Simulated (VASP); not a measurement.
Write the native input for VASP 6.6.1 that does the following.

```yaml
Task: single point
Functional: LDA
Potentials_or_basis: VASP PAW LDA potentials, release 64 (Ru_pv, Nb_sv, C)
Cutoff: 520 eV
k_mesh: 7 × 7 × 7
Occupations: fermi-dirac, width 0.05 eV
Spin: no spin polarisation
Dipole_correction: no
Further_INCAR_settings: ALGO = Normal; EDIFF = 1e-06; NBANDS = 38
```

The structure of NbRu3C lies in POSCAR:

```
NbRu3C
1.0
    4.0651380000      0.0000000000      0.0000000000
    0.0000000000      4.0651380000      0.0000000000
    0.0000000000      0.0000000000      4.0651380000
Ru Nb C
3 1 1
Direct
    0.5000000000      0.5000000000      0.0000000000
    0.5000000000      0.0000000000      0.5000000000
    0.0000000000      0.5000000000      0.5000000000
    0.0000000000      0.0000000000      0.0000000000
    0.5000000000      0.5000000000      0.5000000000
```

The input as run:

INCAR

```
SYSTEM = NbRu3C
  PREC = Accurate
  ENCUT = 520
  EDIFF = 1E-6
  ISMEAR = -1
  SIGMA = 0.05
  LREAL = .FALSE.
  LASPH = .TRUE.
  NELM = 100
  ALGO = Normal
  ISIF = 2
  LWAVE = .FALSE.
  LCHARG = .FALSE.
  NBANDS = 38
```

KPOINTS

```
Automatic mesh
0
G
  7 7 7
  0 0 0
```

Potentials or basis: VASP PAW LDA potentials, release 64 (Ru_pv, Nb_sv, C).

Command:

```console
$ cat potpaw_LDA.64/Ru_pv/POTCAR potpaw_LDA.64/Nb_sv/POTCAR potpaw_LDA.64/C/POTCAR > POTCAR
$ mpirun -np 1 vasp_std > vasp.out
```

Results of the run:

- Pressure: -16.3 GPa
- Band gap on the k mesh: zero (an odd number of electrons rules out a gap without spin polarisation)

Caveat: the cell stands under tension.

It took 70 s on 1 thread of Intel Xeon 8259CL (shared host), peak memory 0.18 GiB.
